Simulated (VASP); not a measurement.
# NaF (Fm-3m) in VASP: a series of runs

Runs on NaF. Level: PBE. Tasks: single point, relaxation of cell and atoms.

Program: VASP 6.6.1. These are calculated values, not measurements. Logs are shortened: lines on timing, memory, paths and dates and some standing lists are left out, and cuts for length are marked.

## (1) The cell of the first run

Symmetry: Fm-3m, No. 225, cubic system. Conventional cell: a = 4.630 Å, b = 4.630 Å, c = 4.630 Å, α = 90.00°, β = 90.00°, γ = 90.00°. Na (site symmetry m-3m) has 6 F at 2.31 Å within 3.1 Å. F (site symmetry m-3m) has 6 Na at 2.31 Å within 3.1 Å.

## (2) Single point, PBE

INCAR reads:

```
SYSTEM = NaF
  PREC = Accurate
  ENCUT = 600
  EDIFF = 1E-6
  ISMEAR = 0
  SIGMA = 0.1
  LREAL = .False.
  LASPH = .True.
  NELM = 120
  ALGO = Normal
  ISIF = 2
  LWAVE = .False.
  LCHARG = .False.
  GGA = PE
  NBANDS = 14
  GGA_COMPAT = .False.
```

KPOINTS reads:

```
Automatic mesh
0
Gamma
  6 6 6
  0 0 0
```

POSCAR reads:

```
NaF
1.0
    0.0000000000      2.3150000000      2.3150000000
    2.3150000000      0.0000000000      2.3150000000
    2.3150000000      2.3150000000      0.0000000000
Na F
1 1
Direct
    0.0000000000      0.0000000000      0.0000000000
    0.5000000000      0.5000000000      0.5000000000
```

Potentials or basis: VASP PAW PBE potentials, release 64 (Na_pv, F).

Command:

```console
> cat potpaw_PBE.64/Na_pv/POTCAR potpaw_PBE.64/F/POTCAR > POTCAR
> mpirun -np 1 vasp_std > vasp.out
```

OUTCAR:

```text
SYSTEM = NaF
   PREC = Accurate
   ENCUT = 600
   EDIFF = 1E-6
   ISMEAR = 0
   LREAL = .False.
   LASPH = .True.
   NELM = 120
   ISIF = 2
   GGA = PE

 ion  position               nearest neighbor table
   1  0.000  0.000  0.000-   2 2.31   2 2.31   2 2.31   2 2.31   2 2.31   2 2.31
   2  0.500  0.500  0.500-   1 2.31   1 2.31   1 2.31   1 2.31   1 2.31   1 2.31

  LATTYP: Found a face centered cubic cell.
 ALAT       =     4.6300000000

  Lattice vectors:

 A1 = (   0.0000000000,   2.3150000000,   2.3150000000)
 A2 = (   2.3150000000,   0.0000000000,   2.3150000000)
 A3 = (   2.3150000000,   2.3150000000,   0.0000000000)

Analysis of symmetry for initial positions (statically):
=====================================================================
 Subroutine PRICEL returns:
 Original cell was already a primitive cell.

 Routine SETGRP: Setting up the symmetry group for a
 face centered cubic supercell.

 Subroutine GETGRP returns: Found 48 space group operations
 (whereof 48 operations were pure point group operations)
 out of a pool of 48 trial point group operations.

The static configuration has the point symmetry O_h .

Analysis of symmetry for dynamics (positions and initial velocities):
=====================================================================
 Subroutine PRICEL returns:
 Original cell was already a primitive cell.

 Routine SETGRP: Setting up the symmetry group for a
 face centered cubic supercell.

 Subroutine GETGRP returns: Found 48 space group operations
 (whereof 48 operations were pure point group operations)
 out of a pool of 48 trial point group operations.

The dynamic configuration has the point symmetry O_h .

 Subroutine INISYM returns: Found 48 space group operations
 (whereof 48 operations are pure point group operations),
 and found     1 'primitive' translations

----------------------------------------------------------------------------------------

                                     Primitive cell

  volume of cell :      24.8132

  direct lattice vectors                    reciprocal lattice vectors
     0.000000000  2.315000000  2.315000000    -0.215982721  0.215982721  0.215982721
     2.315000000  0.000000000  2.315000000     0.215982721 -0.215982721  0.215982721
     2.315000000  2.315000000  0.000000000     0.215982721  0.215982721 -0.215982721

  length of vectors
     3.273904397  3.273904397  3.273904397     0.374093047  0.374093047  0.374093047

  position of ions in fractional coordinates (direct lattice)
     0.000000000  0.000000000  0.000000000
     0.500000000  0.500000000  0.500000000

  ion indices of the primitive-cell ions
   primitive index   ion index
                 1           1
                 2           2

----------------------------------------------------------------------------------------

 KPOINTS: Automatic mesh

Automatic generation of k-mesh.
 Grid dimensions read from file:
 generate k-points for:    6    6    6

 Generating k-lattice:

  Cartesian coordinates                     Fractional coordinates (reciprocal lattice)
    -0.035997120  0.035997120  0.035997120     0.166666667  0.000000000  0.000000000
     0.035997120 -0.035997120  0.035997120     0.000000000  0.166666667  0.000000000
     0.035997120  0.035997120 -0.035997120     0.000000000  0.000000000  0.166666667

  Length of vectors
     0.062348841  0.062348841  0.062348841

  Shift w.r.t. Gamma in fractional coordinates (k-lattice)
     0.000000000  0.000000000  0.000000000

 Subroutine IBZKPT returns following result:
 ===========================================

 Found     16 irreducible k-points:

 Following reciprocal coordinates:
            Coordinates               Weight
  0.000000  0.000000  0.000000      1.000000
  0.166667  0.000000  0.000000      8.000000
  0.333333  0.000000  0.000000      8.000000
  0.500000  0.000000  0.000000      4.000000
  0.166667  0.166667  0.000000      6.000000
  0.333333  0.166667  0.000000     24.000000
[... 8 lines left out ...]
 -0.333333  0.333333  0.166667     24.000000
 -0.333333  0.500000  0.166667     12.000000
   k-points           NKPTS =     16   k-points in BZ     NKDIM =     16   number of bands    NBANDS=     14
   number of dos      NEDOS =    301   number of ions     NIONS =      2
   total plane-waves  NPLWV =  21952
   dimension x,y,z NGX =    28 NGY =   28 NGZ =   28
   dimension x,y,z NGXF=    56 NGYF=   56 NGZF=   56
   ions per type =               1   1
   NGX,Y,Z   is equivalent  to a cutoff of  14.22, 14.22, 14.22 a.u.
   NGXF,Y,Z  is equivalent  to a cutoff of  28.44, 28.44, 28.44 a.u.
 SYSTEM =  NaF
   PREC   = accura    normal or accurate (medium, high low for compatibility)
   ISTART =      0    job   : 0-new  1-cont  2-samecut
   ICHARG =      2    charge: 1-file 2-atom 10-const
   ISPIN  =      1    spin polarized calculation?
   LNONCOLLINEAR =      F non collinear calculations
   LSORBIT =      F    spin-orbit coupling
   LASPH  =      T    aspherical Exc in radial PAW
   ENCUT  =  600.0 eV  44.10 Ry    6.64 a.u.   6.54  6.54  6.54*2*pi/ulx,y,z
   NELM   =    120;   NELMIN=  2; NELMDL= -5     # of ELM steps
   EDIFF  = 0.1E-05   stopping-criterion for ELM
   LREAL  =      F    real-space projection
   EDIFFG = 0.1E-04   stopping-criterion for IOM
   NSW    =      0    number of steps for IOM
   IBRION =     -1    ionic relax: 0-MD 1-quasi-New 2-CG
   NFREE  =      0    steps in history (QN), initial steepest desc. (CG)
   ISIF   =      2    stress and relaxation
   ISYM   =      2    0-nonsym 1-usesym 2-fastsym
   POTIM  = 0.5000    time-step for ionic-motion
   TEBEG  =    0.0;   TEEND  =   0.0 temperature during run
   PSTRESS=    0.0 pullay stress
   NELECT =      14.0000    total number of electrons
   NUPDOWN=      -1.0000    fix difference up-down
   EMIN   =  10.00;   EMAX   =-10.00  energy-range for DOS
   EFERMI =   0.00;   METHOD = LEGACY
   ISMEAR =     0;   SIGMA  =   0.10  broadening in eV -4-tet -1-fermi 0-gaus
   EFERMI_NEDOS =   21; number of points for ismear=-14 and -15
   IALGO  =     38    algorithm
   IMIX   =      4    mixing-type and parameters
     AMIX     =   0.40;   BMIX     =  1.00
     AMIX_MAG =   1.60;   BMIX_MAG =  1.00
  volume/ion in A,a.u.               =      12.41        83.72
  Fermi-wavevector in a.u.,A,eV,Ry     =   1.352768  2.556360 24.898391  1.829980
  Thomas-Fermi vector in A             =   2.480079
   LORBIT       =      0    0 simple, 1 ext, 2 COOP (PROOUT), +10 PAW based schemes
   GGA     = PE    functional components
   LHFCALC =     F    Hartree Fock is set to
   AEXX    =    0.0000 exact exchange contribution
   IVDW    =     0    specifies the selected vdW correction
   LEPSILON=     F    determine dielectric tensor
   LRPA    =     F    only Hartree local field effects (RPA)
 non-spin polarized calculation
 Gauss-broadening in eV      SIGMA  =   0.10
  energy-cutoff  :      600.00
  volume of cell :       24.81
 maximum number of plane-waves:       869
 NGX is ok and might be reduce to    28
   NGX = 13   NGY = 13   NGZ = 13

 number of electron      14.0000006 magnetization

 Free energy of the ion-electron system (eV)
  ---------------------------------------------------
  ext. energy  EPLUGINS =         0.00000000
  ---------------------------------------------------
  free energy    TOTEN  =        -8.56237159 eV

  energy without entropy =       -8.56237159  energy(sigma->0) =       -8.56237159

 E-fermi :  -1.5215     XC(G=0):  -9.1672

 val. band max:       -2.0758908933   @ k =   0.0000   0.0000   0.0000
 cond. band min:       4.2395997490   @ k =   0.0000   0.0000   0.0000
 fundamental gap:      6.3154906424
 Fermi energy:        -1.5215250503

 k-point     1 :       0.0000    0.0000    0.0000
  band No.  band energies     occupation
      1     -21.2536      2.00000
      2     -21.0127      2.00000
      3     -21.0127      2.00000
      4     -21.0127      2.00000
      5      -2.0759      2.00000
      6      -2.0759      2.00000
      7      -2.0759      2.00000
      8       4.2396      0.00000
      9      16.9213      0.00000
     10      16.9213      0.00000
     11      16.9213      0.00000
     12      19.7917      0.00000
     13      21.9697      0.00000
     14      21.9697      0.00000

 k-point     2 :       0.1667    0.0000    0.0000
  band No.  band energies     occupation
      1     -21.5352      2.00000
      2     -21.0157      2.00000
      3     -21.0157      2.00000
      4     -20.6963      2.00000
      5      -2.5620      2.00000
      6      -2.1407      2.00000
      7      -2.1407      2.00000
      8       5.1685      0.00000
      9      14.4475      0.00000
     10      17.3253      0.00000
     11      17.3253      0.00000
     12      21.1247      0.00000
     13      21.1247      0.00000
     14      22.2108      0.00000

 k-point     3 :       0.3333    0.0000    0.0000
  band No.  band energies     occupation
      1     -21.7896      2.00000
      2     -21.0218      2.00000
      3     -21.0218      2.00000
      4     -20.3709      2.00000
      5      -3.3385      2.00000
      6      -2.2682      2.00000
      7      -2.2682      2.00000
      8       7.1583      0.00000
      9      11.9340      0.00000
     10      17.9528      0.00000
     11      17.9528      0.00000
     12      20.6427      0.00000
     13      20.6427      0.00000
     14      22.0117      0.00000

 k-point     4 :       0.5000    0.0000    0.0000
  band No.  band energies     occupation
      1     -21.8803      2.00000
      2     -21.0249      2.00000
      3     -21.0249      2.00000
      4     -20.2442      2.00000
      5      -3.6684      2.00000
      6      -2.3309      2.00000
      7      -2.3309      2.00000
      8       8.7240      0.00000
      9      10.4151      0.00000
     10      18.0646      0.00000
     11      18.0646      0.00000
     12      20.8711      0.00000
     13      20.8711      0.00000
     14      21.6901      0.00000

 k-point     5 :       0.1667    0.1667    0.0000
  band No.  band energies     occupation
      1     -21.5275      2.00000
      2     -21.0258      2.00000
      3     -21.0258      2.00000
      4     -20.6833      2.00000
      5      -2.6179      2.00000
      6      -2.1857      2.00000
      7      -2.1857      2.00000
      8       5.4531      0.00000
      9      14.2424      0.00000
     10      17.1477      0.00000
     11      17.1477      0.00000
[... 140 lines left out ...]
 k-point    14 :       0.5000    0.3333    0.1667
  band No.  band energies     occupation
      1     -21.6374      2.00000
      2     -21.0721      2.00000
      3     -21.0460      2.00000
      4     -20.4759      2.00000
      5      -3.2487      2.00000
      6      -2.6004      2.00000
      7      -2.4116      2.00000
      8       8.7272      0.00000
      9      11.6997      0.00000
     10      14.9421      0.00000
     11      16.7355      0.00000
     12      19.3041      0.00000
     13      22.2324      0.00000
     14      25.0117      0.00000

 k-point    15 :      -0.3333    0.3333    0.1667
  band No.  band energies     occupation
      1     -21.6160      2.00000
      2     -21.0886      2.00000
      3     -21.0646      2.00000
      4     -20.4620      2.00000
      5      -3.2107      2.00000
      6      -2.8047      2.00000
      7      -2.4891      2.00000
      8      10.3478      0.00000
      9      10.8532      0.00000
     10      14.1098      0.00000
     11      15.9638      0.00000
     12      20.6050      0.00000
     13      21.3017      0.00000
     14      25.8795      0.00000

 k-point    16 :      -0.3333    0.5000    0.1667
  band No.  band energies     occupation
      1     -21.4239      2.00000
      2     -21.1316      2.00000
      3     -21.0878      2.00000
      4     -20.6161      2.00000
      5      -3.1575      2.00000
      6      -2.7245      2.00000
      7      -2.6079      2.00000
      8      11.1303      0.00000
      9      11.1999      0.00000
     10      12.5382      0.00000
     11      15.6741      0.00000
     12      19.4240      0.00000
     13      23.9366      0.00000
     14      24.0694      0.00000

------------------------ aborting loop because EDIFF is reached ----------------------------------------

  FORCE on cell =-STRESS in cart. coord.  units (eV):
  Direction    XX          YY          ZZ          XY          YZ          ZX
  --------------------------------------------------------------------------------------
  -------------------------------------------------------------------------------------
  Total        0.3164345      0.3164345      0.3164345      0.0000000     -0.0000000      0.0000000
  in kB       20.4320243     20.4320243     20.4320243      0.0000000     -0.0000000      0.0000000
  external PRESSURE =      20.4320243 kB  Pullay stress =       0.0000000 kB

 VOLUME and BASIS-vectors are now :
 -----------------------------------------------------------------------------
  energy-cutoff  :      600.00
  volume of cell :       24.81
      direct lattice vectors                 reciprocal lattice vectors
     0.000000000  2.315000000  2.315000000    -0.215982721  0.215982721  0.215982721
     2.315000000  0.000000000  2.315000000     0.215982721 -0.215982721  0.215982721
     2.315000000  2.315000000  0.000000000     0.215982721  0.215982721 -0.215982721

 POSITION                                       TOTAL-FORCE (eV/Angst)
 -----------------------------------------------------------------------------------
      0.00000      0.00000      0.00000         0.000000      0.000000      0.000000
      2.31500      2.31500      2.31500        -0.000000     -0.000000     -0.000000
 -----------------------------------------------------------------------------------
    total drift:                                0.000000      0.000000      0.000000

  FREE ENERGIE OF THE ION-ELECTRON SYSTEM (eV)
  ---------------------------------------------------
  free  energy   TOTEN  =        -8.5623715879 eV

  energy  without entropy=       -8.5623715879  energy(sigma->0) =       -8.56237159
```

Wall time 7.9 s (1 thread of Intel Xeon Platinum 8259CL at 2.50GHz (Skylake/Cascade Lake), shared host); peak memory 0.15 GiB.

What came out:

```yaml
Free_energy: -8.5624 eV
Pressure: 2.0 GPa
Band_gap_on_the_k_mesh: 6.32 eV
```

## (3) Single point, PBE

This run uses another cell than the first one, of 12.99 Å³/atom.

INCAR reads:

```
PREC = Accurate
ENCUT = 600
EDIFF = 1E-6
ISMEAR = 0
SIGMA = 0.02
LREAL = False
LASPH = True
NELM = 120
ALGO = Normal
ISIF = 2
LWAVE = False
LCHARG = False
GGA = PE
NBANDS = 14
GGA_COMPAT = False
```

KPOINTS reads:

```
regular mesh
0
Gamma
  8 8 8
```

POSCAR reads:

```
NaF
1.0
    0.0000000000      2.3505459843      2.3505459843
    2.3505459843      0.0000000000      2.3505459843
    2.3505459843      2.3505459843      0.0000000000
Na F
1 1
Direct
    0.0000000000      0.0000000000      0.0000000000
    0.5000000000      0.5000000000      0.5000000000
```

Potentials or basis: VASP PAW PBE potentials, release 64 (Na_pv, F).

Command:

```console
> cat potpaw_PBE.64/Na_pv/POTCAR potpaw_PBE.64/F/POTCAR > POTCAR
> mpirun -np 1 vasp_std > vasp.out
```

It took 12 s on 1 thread of Intel Xeon Platinum 8259CL at 2.50GHz (Skylake/Cascade Lake), shared host; peak memory 0.15 GiB.

Results (log left out):

```
Free energy            : -8.5712 eV
Pressure               : -0.3 GPa
Band gap on the k mesh : 6.07 eV
```

Levels at points of the mesh, in eV from the valence-band top:
```
           k point  band 3  band 4  band 5  band 6  band 7  band 8  band 9  band 10  band 11  band 12
(0.00, 0.00, 0.00)  -19.08  -19.08    0.00    0.00    0.00    6.07   18.67    18.67    18.67    21.45
(0.50, 0.00, 0.00)  -19.09  -18.28   -1.50   -0.23   -0.23   10.52   12.10    19.65    19.65    22.40
(0.50, 0.50, 0.00)  -19.12  -18.88   -1.21   -0.38   -0.38   12.80   13.16    13.18    19.21    19.21
```

## (4) Relaxation of cell and atoms, PBE

INCAR reads:

```
PREC = Accurate
ENCUT = 600
EDIFF = 1E-7
ISMEAR = 0
SIGMA = 0.02
LREAL = False
LASPH = True
NELM = 120
ALGO = Normal
ISIF = 3
LWAVE = False
LCHARG = False
GGA = PE
IBRION = 2
NSW = 100
EDIFFG = -0.002
GGA_COMPAT = False
NELMIN = 4
```

KPOINTS is that of step 3.

POSCAR reads:

```
NaF
1.0
    0.0000000000      2.3150000000      2.3150000000
    2.3150000000      0.0000000000      2.3150000000
    2.3150000000      2.3150000000      0.0000000000
Na F
1 1
Direct
    0.0000000000      0.0000000000      0.0000000000
    0.5000000000      0.5000000000      0.5000000000
```

Command:

```console
> cat potpaw_PBE.64/Na_pv/POTCAR potpaw_PBE.64/F/POTCAR > POTCAR
> mpirun -np 1 vasp_std > vasp.out
```

Wall time 33 s (1 thread of Intel Xeon Platinum 8259CL at 2.50GHz (Skylake/Cascade Lake), shared host); peak memory 0.15 GiB.

Results (log left out):

```
Free energy                           : -8.5690 eV
Relaxed volume                        : 12.94 Å³/atom
Relaxed cell                          : a = 3.320 Å, b = 3.320 Å, c = 3.320 Å, α = 60.00°, β = 60.00°, γ = 60.00°
Space group after relaxing (to 0.1 Å) : Fm-3m (No. 225)
Energy gained by relaxing             : 3.3 meV/atom
Ionic steps                           : 4
Pressure after relaxing               : 0.0 GPa
Band gap on the k mesh                : 6.09 eV
```

The path:
```
step  energy change (eV)  largest force (eV/Å)  pressure (GPa)  volume (Å³)
   1              0.0000                0.0000            2.06        24.81
   2             -0.0052                0.0000            0.88        25.39
   3             -0.0065                0.0000           -0.08        25.92
   4             -0.0065                0.0000            0.01        25.88
```

Final structure:
```cif
data_structure
_symmetry_space_group_name_H-M 'P 1'
_symmetry_Int_Tables_number 1
_cell_length_a 3.3200
_cell_length_b 3.3200
_cell_length_c 3.3200
_cell_angle_alpha 60.000
_cell_angle_beta 60.000
_cell_angle_gamma 60.000
_cell_volume 25.88
loop_
_atom_site_label
_atom_site_type_symbol
_atom_site_fract_x
_atom_site_fract_y
_atom_site_fract_z
_atom_site_occupancy
Na1 Na 0.00000 0.00000 0.00000 1
F1 F 0.50000 0.50000 0.50000 1
```

Levels at points of the mesh, in eV from the valence-band top:
```tsv
k point	band 3	band 4	band 5	band 6	band 7	band 8	band 9	band 10	band 11
(0.00, 0.00, 0.00)	-19.06	-19.06	0.00	0.00	0.00	6.09	18.70	18.70	18.70
(0.50, 0.00, 0.00)	-19.08	-18.27	-1.50	-0.23	-0.23	10.54	12.14	19.69	19.69
(0.50, 0.50, 0.00)	-19.11	-18.88	-1.21	-0.39	-0.39	12.83	13.17	13.22	19.26
```

## (5) Summary

| task | cell | k mesh | smearing | gap on the mesh (eV) | pressure (GPa) |
| --- | --- | --- | --- | --- | --- |
| single point | a = 3.274 Å, angles 60.0°, 2 atoms | 6 × 6 × 6 | gaussian 0.1 eV | 6.32 | 2.0 |
| single point | a = 3.324 Å, angles 60.0°, 2 atoms | 8 × 8 × 8 | gaussian 0.02 eV | 6.07 | -0.3 |
| relaxation of cell and atoms | relaxed from a = 3.274 Å, angles 60.0°, 2 atoms | 8 × 8 × 8 | gaussian 0.02 eV | 6.09 | 0.0 |

Alike in all rows: level PBE; potentials or basis VASP PAW PBE potentials, release 64 (Na_pv, F); no spin polarisation; cutoff (eV) 600.

Absolute energies hang on the potentials; compare differences alone.
